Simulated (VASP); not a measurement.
# HfBe2Si2 (P4/mmm) in VASP: further runs

Runs on HfBe2Si2. Level: PBE. Tasks: single point, relaxation of cell and atoms.

Everything below comes from runs of VASP 6.6.1. Logs are shortened: lines on timing, memory, paths and dates and some standing lists are left out, and cuts for length are marked.

## (1) The cell of the first run

It takes space group P4/mmm (No. 123, tetragonal). The conventional cell has a = 3.917 Å, b = 3.917 Å, c = 4.315 Å, α = 90.00°, β = 90.00°, γ = 90.00°. Hf (site symmetry 4/mmm) has 4 Si at 1.96 Å and 2 Be at 2.16 Å within 2.6 Å. Within 2.6 Å of Be (site symmetry 4/mmm) lie 4 Si at 1.96 Å. Within 2.9 Å of Be (site symmetry 4/mmm) lie 2 Hf at 2.16 Å. Within 2.6 Å of Si (site symmetry mmm) lie 2 Hf at 1.96 Å and 2 Be at 1.96 Å.

## (2) Single point, PBE

The input, INCAR:

```
PREC     = Accurate       # precision mode
ENCUT    = 520            # plane-wave cutoff, eV
EDIFF    = 1E-6           # SCF threshold, eV
ISMEAR   = 0              # smearing method
SIGMA    = 0.1            # smearing width, eV
LREAL    = F              # projectors in reciprocal space
LASPH    = T              # aspherical terms in the spheres
NELM     = 60             # most SCF steps
ALGO     = Normal         # electronic algorithm
ISIF     = 2              # what is computed and relaxed
LWAVE    = F              # write WAVECAR
LCHARG   = F              # write CHGCAR
GGA      = PE             # functional
NBANDS   = 19             # bands
```

The input, KPOINTS:

```
Automatic mesh
0
Gamma
  4 4 4
```

The input, POSCAR:

```
HfBe2Si2
1.0
    3.9173180900      0.0000000000      0.0000000000
    0.0000000000      3.9173180900      0.0000000000
    0.0000000000      0.0000000000      4.3151618400
Hf Be Si
1 2 2
Direct
    0.0000000000      0.0000000000      0.5000000000
    0.5000000000      0.5000000000      0.5000000000
    0.0000000000      0.0000000000      0.0000000000
    0.0000000000      0.5000000000      0.5000000000
    0.5000000000      0.0000000000      0.5000000000
```

Potentials or basis: VASP PAW PBE potentials, release 64 (Hf_pv, Be, Si).

Launch:

```sh
$ cat potpaw_PBE.64/Hf_pv/POTCAR potpaw_PBE.64/Be/POTCAR potpaw_PBE.64/Si/POTCAR > POTCAR
$ mpirun -np 1 vasp_std > vasp.out
```

OUTCAR:

```text
PREC = Accurate
   ENCUT = 520
   EDIFF = 1E-6
   ISMEAR = 0
   LREAL = F
   LASPH = T
   NELM = 60
   ISIF = 2
   GGA = PE

 ion  position               nearest neighbor table
   1  0.000  0.000  0.500-   4 1.96   5 1.96   4 1.96   5 1.96   3 2.16   3 2.16   2 2.77   2 2.77
                             2 2.77   2 2.77
   2  0.500  0.500  0.500-   4 1.96   5 1.96   5 1.96   4 1.96   1 2.77   1 2.77   1 2.77   1 2.77

   3  0.000  0.000  0.000-   1 2.16   1 2.16
   4  0.000  0.500  0.500-   1 1.96   2 1.96   1 1.96   2 1.96   5 2.77   5 2.77   5 2.77   5 2.77

   5  0.500  0.000  0.500-   1 1.96   2 1.96   2 1.96   1 1.96   4 2.77   4 2.77   4 2.77   4 2.77

  LATTYP: Found a simple tetragonal cell.
 ALAT       =     3.9173180900
 C/A-ratio  =     1.1015602361

  Lattice vectors:

 A1 = (   3.9173180900,   0.0000000000,   0.0000000000)
 A2 = (   0.0000000000,   3.9173180900,   0.0000000000)
 A3 = (   0.0000000000,   0.0000000000,   4.3151618400)

Analysis of symmetry for initial positions (statically):
=====================================================================
 Subroutine PRICEL returns:
 Original cell was already a primitive cell.

 Routine SETGRP: Setting up the symmetry group for a
 simple tetragonal supercell.

 Subroutine GETGRP returns: Found 16 space group operations
 (whereof 16 operations were pure point group operations)
 out of a pool of 16 trial point group operations.

The static configuration has the point symmetry D_4h.

Analysis of symmetry for dynamics (positions and initial velocities):
=====================================================================
 Subroutine PRICEL returns:
 Original cell was already a primitive cell.

 Routine SETGRP: Setting up the symmetry group for a
 simple tetragonal supercell.

 Subroutine GETGRP returns: Found 16 space group operations
 (whereof 16 operations were pure point group operations)
 out of a pool of 16 trial point group operations.

The dynamic configuration has the point symmetry D_4h.

 Subroutine INISYM returns: Found 16 space group operations
 (whereof 16 operations are pure point group operations),
 and found     1 'primitive' translations

----------------------------------------------------------------------------------------

[... 90 lines left out ...]
   NELM   =     60;   NELMIN=  2; NELMDL= -5     # of ELM steps
   EDIFF  = 0.1E-05   stopping-criterion for ELM
   LREAL  =      F    real-space projection
   EDIFFG = 0.1E-04   stopping-criterion for IOM
   NSW    =      0    number of steps for IOM
   IBRION =     -1    ionic relax: 0-MD 1-quasi-New 2-CG
   NFREE  =      0    steps in history (QN), initial steepest desc. (CG)
   ISIF   =      2    stress and relaxation
   ISYM   =      2    0-nonsym 1-usesym 2-fastsym
   POTIM  = 0.5000    time-step for ionic-motion
   TEBEG  =    0.0;   TEEND  =   0.0 temperature during run
   PSTRESS=    0.0 pullay stress
   NELECT =      22.0000    total number of electrons
   NUPDOWN=      -1.0000    fix difference up-down
   EMIN   =  10.00;   EMAX   =-10.00  energy-range for DOS
   EFERMI =   0.00;   METHOD = LEGACY
   ISMEAR =     0;   SIGMA  =   0.10  broadening in eV -4-tet -1-fermi 0-gaus
   EFERMI_NEDOS =   21; number of points for ismear=-14 and -15
   IALGO  =     38    algorithm
   IMIX   =      4    mixing-type and parameters
     AMIX     =   0.40;   BMIX     =  1.00
     AMIX_MAG =   1.60;   BMIX_MAG =  1.00
  volume/ion in A,a.u.               =      13.24        89.37
  Fermi-wavevector in a.u.,A,eV,Ry     =   1.133855  2.142675 17.492015  1.285627
  Thomas-Fermi vector in A             =   2.270558
   LORBIT       =      0    0 simple, 1 ext, 2 COOP (PROOUT), +10 PAW based schemes
   GGA     = PE    functional components
   LHFCALC =     F    Hartree Fock is set to
   AEXX    =    0.0000 exact exchange contribution
   IVDW    =     0    specifies the selected vdW correction
   LEPSILON=     F    determine dielectric tensor
   LRPA    =     F    only Hartree local field effects (RPA)
 non-spin polarized calculation
 Gauss-broadening in eV      SIGMA  =   0.10
  energy-cutoff  :      520.00
  volume of cell :       66.22
 maximum number of plane-waves:      1794
 NGX is ok and might be reduce to    30
   NGX = 15   NGY = 15   NGZ = 17

 number of electron      21.9999999 magnetization

 Free energy of the ion-electron system (eV)
  ---------------------------------------------------
  ext. energy  EPLUGINS =         0.00000000
  ---------------------------------------------------
  free energy    TOTEN  =       -10.27796340 eV

  energy without entropy =      -10.25976900  energy(sigma->0) =      -10.26886620

 E-fermi :   6.2363     XC(G=0): -10.4108

 val. band max:        6.2045483093   @ k =   0.2500   0.0000   0.0000
 cond. band min:       6.2521734003   @ k =   0.5000   0.2500   0.5000
 fundamental gap:      0.0476250911
 Fermi energy:         6.2362890872

 k-point     1 :       0.0000    0.0000    0.0000
  band No.  band energies     occupation
      1     -23.3409      2.00000
      2     -23.3409      2.00000
      3     -21.8876      2.00000
      4      -5.4768      2.00000
      5      -0.7670      2.00000
      6       2.5918      2.00000
[... 373 lines left out ...]
      6      -0.2610      2.00000
[... 11 lines left out ...]
     18      13.2627      0.00000
     19      13.2627      0.00000

------------------------ aborting loop because EDIFF is reached ----------------------------------------

  FORCE on cell =-STRESS in cart. coord.  units (eV):
  Direction    XX          YY          ZZ          XY          YZ          ZX
  --------------------------------------------------------------------------------------
  -------------------------------------------------------------------------------------
  Total       55.7403417     55.7403417      8.6510218      0.0000000     -0.0000000      0.0000000
  in kB     1348.6692153   1348.6692153    209.3163846      0.0000000     -0.0000000      0.0000000
  external PRESSURE =     968.8849384 kB  Pullay stress =       0.0000000 kB

 VOLUME and BASIS-vectors are now :
 -----------------------------------------------------------------------------
  energy-cutoff  :      520.00
  volume of cell :       66.22
      direct lattice vectors                 reciprocal lattice vectors
     3.917318090  0.000000000  0.000000000     0.255276691  0.000000000  0.000000000
     0.000000000  3.917318090  0.000000000     0.000000000  0.255276691  0.000000000
     0.000000000  0.000000000  4.315161840     0.000000000  0.000000000  0.231741019

 POSITION                                       TOTAL-FORCE (eV/Angst)
 -----------------------------------------------------------------------------------
      0.00000      0.00000      2.15758         0.000000      0.000000      0.000000
      1.95866      1.95866      2.15758         0.000000      0.000000      0.000000
      0.00000      0.00000      0.00000         0.000000      0.000000      0.000000
      0.00000      1.95866      2.15758         0.000000      0.000000      0.000000
      1.95866      0.00000      2.15758         0.000000      0.000000      0.000000
 -----------------------------------------------------------------------------------
    total drift:                               -0.000000     -0.000000      0.000000

  FREE ENERGIE OF THE ION-ELECTRON SYSTEM (eV)
  ---------------------------------------------------
  free  energy   TOTEN  =       -10.2779633976 eV

  energy  without entropy=      -10.2597689980  energy(sigma->0) =      -10.26886620
```

stdout:

```text
POSCAR found type information on POSCAR HfBeSi
 POSCAR found :  3 types and       5 ions
 scaLAPACK will be used
 LDA part: xc-table for (Slater+PW92), standard interpolation
 POSCAR, INCAR and KPOINTS ok, starting setup
 FFT: planning ... GRIDC
 FFT: planning ... GRID_SOFT
 FFT: planning ... GRID
 WAVECAR not read
 entering main loop
```

It took 36 s on 1 thread of AMD EPYC 7R43 (Zen 3), shared host; peak memory 0.15 GiB.

Results:

| Property | Result |
| --- | --- |
| Free energy | -10.2780 eV |
| Pressure | 96.9 GPa |
| Band gap on the k mesh | zero (band 11 reaches 6.88 eV, above the bottom of band 12 at 5.38 eV) |

Stress tensor (GPa, compression positive):
```
134.87   0.00   0.00
  0.00 134.87   0.00
  0.00   0.00  20.93
```

Caveat: the k points lie up to 0.40 Å⁻¹ apart; spin-orbit coupling is left out, which moves the levels of the heavy elements.

[end of part 1 of 3]
